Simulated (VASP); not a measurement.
# C in VASP: single point with PBE

Aim: the single point of C with PBE.

Program: VASP 6.6.1. These are calculated values, not measurements. Logs are shortened: lines on timing, memory, paths and dates and some standing lists are left out, and cuts for length are marked.

**1. The cell of the first run**

The cell holds a slab with vacuum, 2 atoms: a = 2.466 Å, b = 2.466 Å, c = 8.522 Å, α = 90.00°, β = 90.00°, γ = 120.00°.

**2. Single point, PBE**

Contents of INCAR:

```
ALGO = Normal ; EDIFF = 1E-7
ENCUT = 520 ; GGA = PE
ISIF = 2 ; ISMEAR = 0
LASPH = True ; LCHARG = False
LREAL = False ; LWAVE = False
NBANDS = 11 ; NELM = 80
PREC = Accurate ; SIGMA = 0.1
```

Contents of KPOINTS:

```
k-points
0
Gamma
  21 21 6
```

Contents of POSCAR:

```
C
1.0
    2.4663455319      0.0000000000      0.0000000000
   -1.2331727659      2.1359178851      0.0000000000
    0.0000000000      0.0000000000      8.5222964205
C
2
Direct
    0.3333333333      0.6666666667      0.0000000000
    0.6666666667      0.3333333333      0.0000000000
```

Potentials or basis: VASP PAW PBE potentials, release 64 (C).

Command:

```bash
$ cat potpaw_PBE.64/C/POTCAR > POTCAR
$ mpirun -np 1 vasp_std > vasp.out
```

OUTCAR:

```text
EDIFF = 1E-7
   ENCUT = 520
   GGA = PE
   ISIF = 2
   ISMEAR = 0
   LASPH = True
   LREAL = False
   NELM = 80
   PREC = Accurate

 ion  position               nearest neighbor table
   1  0.333  0.667  0.000-   2 1.42   2 1.42   2 1.42
   2  0.667  0.333  0.000-   1 1.42   1 1.42   1 1.42

  LATTYP: Found a hexagonal cell.
 ALAT       =     2.4663455319
 C/A-ratio  =     3.4554348976

  Lattice vectors:

 A1 = (   2.4663455319,   0.0000000000,   0.0000000000)
 A2 = (  -1.2331727659,   2.1359178851,   0.0000000000)
 A3 = (   0.0000000000,   0.0000000000,   8.5222964205)

Analysis of symmetry for initial positions (statically):
=====================================================================
 Subroutine PRICEL returns:
 Original cell was already a primitive cell.

 Routine SETGRP: Setting up the symmetry group for a
 hexagonal supercell.

 Subroutine GETGRP returns: Found 24 space group operations
 (whereof 24 operations were pure point group operations)
 out of a pool of 24 trial point group operations.

The static configuration has the point symmetry D_6h.

Analysis of symmetry for dynamics (positions and initial velocities):
=====================================================================
 Subroutine PRICEL returns:
 Original cell was already a primitive cell.

 Routine SETGRP: Setting up the symmetry group for a
 hexagonal supercell.

 Subroutine GETGRP returns: Found 24 space group operations
 (whereof 24 operations were pure point group operations)
 out of a pool of 24 trial point group operations.

The dynamic configuration has the point symmetry D_6h.

 Subroutine INISYM returns: Found 24 space group operations
 (whereof 24 operations are pure point group operations),
 and found     1 'primitive' translations

----------------------------------------------------------------------------------------

                                     Primitive cell

  volume of cell :      44.8947

  direct lattice vectors                    reciprocal lattice vectors
     2.466345532  0.000000000  0.000000000     0.405458192  0.234091396  0.000000000
    -1.233172766  2.135917885  0.000000000     0.000000000  0.468182793  0.000000000
     0.000000000  0.000000000  8.522296421     0.000000000  0.000000000  0.117339265

  length of vectors
     2.466345532  2.466345532  8.522296421     0.468182792  0.468182793  0.117339265

  position of ions in fractional coordinates (direct lattice)
     0.333333333  0.666666667  0.000000000
     0.666666667  0.333333333  0.000000000

  ion indices of the primitive-cell ions
   primitive index   ion index
                 1           1
                 2           2

----------------------------------------------------------------------------------------

 KPOINTS: k-points

Automatic generation of k-mesh.
 Grid dimensions read from file:
 generate k-points for:   21   21    6

 Generating k-lattice:

  Cartesian coordinates                     Fractional coordinates (reciprocal lattice)
     0.019307533  0.011147209  0.000000000     0.047619048  0.000000000  0.000000000
     0.000000000  0.022294419  0.000000000     0.000000000  0.047619048  0.000000000
     0.000000000  0.000000000  0.019556544     0.000000000  0.000000000  0.166666667

  Length of vectors
     0.022294419  0.022294419  0.019556544

  Shift w.r.t. Gamma in fractional coordinates (k-lattice)
     0.000000000  0.000000000  0.000000000

 Subroutine IBZKPT returns following result:
 ===========================================

 Found    192 irreducible k-points:

 Following reciprocal coordinates:
            Coordinates               Weight
  0.000000  0.000000  0.000000      1.000000
  0.047619  0.000000  0.000000      6.000000
  0.095238  0.000000  0.000000      6.000000
  0.142857  0.000000  0.000000      6.000000
  0.190476  0.000000  0.000000      6.000000
  0.238095  0.000000  0.000000      6.000000
[... 16 lines left out ...]
  0.142857  0.095238  0.000000     12.000000
  0.190476  0.095238  0.000000     12.000000
 [... further k-points ...]
   k-points           NKPTS =    192   k-points in BZ     NKDIM =    192   number of bands    NBANDS=     11
   number of dos      NEDOS =    301   number of ions     NIONS =      2
   total plane-waves  NPLWV =  20736
   dimension x,y,z NGX =    18 NGY =   18 NGZ =   64
   dimension x,y,z NGXF=    36 NGYF=   36 NGZF=  128
   ions per type =               2
   NGX,Y,Z   is equivalent  to a cutoff of  12.13, 12.13, 12.48 a.u.
   NGXF,Y,Z  is equivalent  to a cutoff of  24.27, 24.27, 24.97 a.u.
 SYSTEM =  unknown system
   PREC   = accura    normal or accurate (medium, high low for compatibility)
   ISTART =      0    job   : 0-new  1-cont  2-samecut
   ICHARG =      2    charge: 1-file 2-atom 10-const
   ISPIN  =      1    spin polarized calculation?
   LNONCOLLINEAR =      F non collinear calculations
   LSORBIT =      F    spin-orbit coupling
   LASPH  =      T    aspherical Exc in radial PAW
   ENCUT  =  520.0 eV  38.22 Ry    6.18 a.u.   4.59  4.59 15.85*2*pi/ulx,y,z
   NELM   =     80;   NELMIN=  2; NELMDL= -5     # of ELM steps
   EDIFF  = 0.1E-06   stopping-criterion for ELM
   LREAL  =      F    real-space projection
   EDIFFG = 0.1E-05   stopping-criterion for IOM
   NSW    =      0    number of steps for IOM
   IBRION =     -1    ionic relax: 0-MD 1-quasi-New 2-CG
   NFREE  =      0    steps in history (QN), initial steepest desc. (CG)
   ISIF   =      2    stress and relaxation
   ISYM   =      2    0-nonsym 1-usesym 2-fastsym
   POTIM  = 0.5000    time-step for ionic-motion
   TEBEG  =    0.0;   TEEND  =   0.0 temperature during run
   PSTRESS=    0.0 pullay stress
   NELECT =       8.0000    total number of electrons
   NUPDOWN=      -1.0000    fix difference up-down
   EMIN   =  10.00;   EMAX   =-10.00  energy-range for DOS
   EFERMI =   0.00;   METHOD = LEGACY
   ISMEAR =     0;   SIGMA  =   0.10  broadening in eV -4-tet -1-fermi 0-gaus
   EFERMI_NEDOS =   21; number of points for ismear=-14 and -15
   IALGO  =     38    algorithm
   IMIX   =      4    mixing-type and parameters
     AMIX     =   0.40;   BMIX     =  1.00
     AMIX_MAG =   1.60;   BMIX_MAG =  1.00
  volume/ion in A,a.u.               =      22.45       151.48
  Fermi-wavevector in a.u.,A,eV,Ry     =   0.921241  1.740893 11.547053  0.848684
  Thomas-Fermi vector in A             =   2.046635
   LORBIT       =      0    0 simple, 1 ext, 2 COOP (PROOUT), +10 PAW based schemes
   GGA     = PE    functional components
   LHFCALC =     F    Hartree Fock is set to
   AEXX    =    0.0000 exact exchange contribution
   IVDW    =     0    specifies the selected vdW correction
   LEPSILON=     F    determine dielectric tensor
   LRPA    =     F    only Hartree local field effects (RPA)
 non-spin polarized calculation
 Gauss-broadening in eV      SIGMA  =   0.10
  energy-cutoff  :      520.00
  volume of cell :       44.89
 maximum number of plane-waves:      1231
   NGX =  9   NGY =  9   NGZ = 31

 number of electron       7.9999997 magnetization

 Free energy of the ion-electron system (eV)
  ---------------------------------------------------
  ext. energy  EPLUGINS =         0.00000000
  ---------------------------------------------------
  free energy    TOTEN  =       -18.45067067 eV

  energy without entropy =      -18.45015894  energy(sigma->0) =      -18.45041480

 E-fermi :  -0.7217     XC(G=0):  -4.9828

 val. band max:       -0.7217465467   @ k =   0.3333   0.3333   0.3333
 cond. band min:      -0.7217144914   @ k =   0.3333   0.3333   0.1667
 fundamental gap:      0.0000320553
 Fermi energy:        -0.7217297335

 k-point     1 :       0.0000    0.0000    0.0000
  band No.  band energies     occupation
      1     -20.2408      2.00000
      2      -8.3358      2.00000
      3      -3.7681      2.00000
      4      -3.7681      2.00000
      5       2.2672      0.00000
      6       4.5851      0.00000
      7       6.2831      0.00000
      8       7.5809      0.00000
      9       7.5809      0.00000
     10      10.6974      0.00000
     11      11.7598      0.00000

 k-point     2 :       0.0476    0.0000    0.0000
  band No.  band energies     occupation
      1     -20.1872      2.00000
      2      -8.2718      2.00000
      3      -3.9881      2.00000
      4      -3.8838      2.00000
      5       2.3402      0.00000
      6       4.6564      0.00000
      7       6.3517      0.00000
      8       7.6142      0.00000
      9       7.8134      0.00000
     10      10.5100      0.00000
     11      11.8554      0.00000

 k-point     3 :       0.0952    0.0000    0.0000
  band No.  band energies     occupation
      1     -20.0266      2.00000
      2      -8.0803      2.00000
      3      -4.6055      2.00000
      4      -4.2008      2.00000
      5       2.5591      0.00000
      6       4.8699      0.00000
      7       6.5574      0.00000
      8       7.6692      0.00000
      9       8.4785      0.00000
     10       9.9697      0.00000
     11      12.1610      0.00000

 k-point     4 :       0.1429    0.0000    0.0000
  band No.  band energies     occupation
      1     -19.7597      2.00000
      2      -7.7631      2.00000
      3      -5.5210      2.00000
      4      -4.6486      2.00000
      5       2.9239      0.00000
      6       5.2243      0.00000
      7       6.8938      0.00000
      8       7.6736      0.00000
      9       9.1342      0.00000
     10       9.4995      0.00000
     11      12.6931      0.00000
[... 239 lines left out ...]
 k-point    22 :       0.0952    0.0952    0.0000
  band No.  band energies     occupation
      1     -19.5999      2.00000
      2      -7.5738      2.00000
      3      -5.8652      2.00000
      4      -5.0668      2.00000
      5       3.1430      0.00000
      6       5.4367      0.00000
      7       7.1100      0.00000
      8       8.1060      0.00000
      9       8.6824      0.00000
     10       9.4568      0.00000
     11      13.1934      0.00000

 k-point    23 :       0.1429    0.0952    0.0000
  band No.  band energies     occupation
      1     -19.2283      2.00000
      2      -7.1357      2.00000
      3      -6.8041      2.00000
      4      -5.6707      2.00000
      5       3.6537      0.00000
      6       5.9278      0.00000
      7       7.5840      0.00000
      8       7.6956      0.00000
      9       8.3025      0.00000
     10      10.1944      0.00000
     11      14.1512      0.00000

 k-point    24 :       0.1905    0.0952    0.0000
  band No.  band energies     occupation
      1     -18.7531      2.00000
      2      -7.8986      2.00000
      3      -6.5808      2.00000
      4      -6.2437      2.00000
      5       4.3095      0.00000
      6       6.4349      0.00000
      7       6.6824      0.00000
      8       8.0425      0.00000
      9       8.4484      0.00000
     10      11.2332      0.00000
     11      14.4207      0.00000

 [... further k-points ...]
[... 5 lines left out ...]
  --------------------------------------------------------------------------------------
  -------------------------------------------------------------------------------------
  Total        0.0854683      0.0854683     -0.0103883      0.0000000      0.0000000     -0.0000000
  in kB        3.0501459      3.0501459     -0.3707335      0.0000000      0.0000000     -0.0000000
  external PRESSURE =       1.9098528 kB  Pullay stress =       0.0000000 kB

 VOLUME and BASIS-vectors are now :
 -----------------------------------------------------------------------------
  energy-cutoff  :      520.00
  volume of cell :       44.89
      direct lattice vectors                 reciprocal lattice vectors
     2.466345532  0.000000000  0.000000000     0.405458192  0.234091396  0.000000000
    -1.233172766  2.135917885  0.000000000     0.000000000  0.468182793  0.000000000
     0.000000000  0.000000000  8.522296421     0.000000000  0.000000000  0.117339265

 POSITION                                       TOTAL-FORCE (eV/Angst)
 -----------------------------------------------------------------------------------
     -0.00000      1.42395      0.00000        -0.000000      0.000000      0.000000
      1.23317      0.71197      0.00000         0.000000      0.000000     -0.000000
 -----------------------------------------------------------------------------------
    total drift:                                0.000000     -0.000000      0.000000

  FREE ENERGIE OF THE ION-ELECTRON SYSTEM (eV)
  ---------------------------------------------------
  free  energy   TOTEN  =       -18.4506706716 eV

  energy  without entropy=      -18.4501589351  energy(sigma->0) =      -18.45041480
```

Wall time 52 s (1 thread of Intel Xeon Platinum 8488C (Sapphire Rapids), shared host); peak memory 0.2 GiB.

Results:

| Quantity | Value |
| --- | --- |
| Free energy | -18.4507 eV |
| Band gap on the k mesh | zero (filled and empty bands touch) |
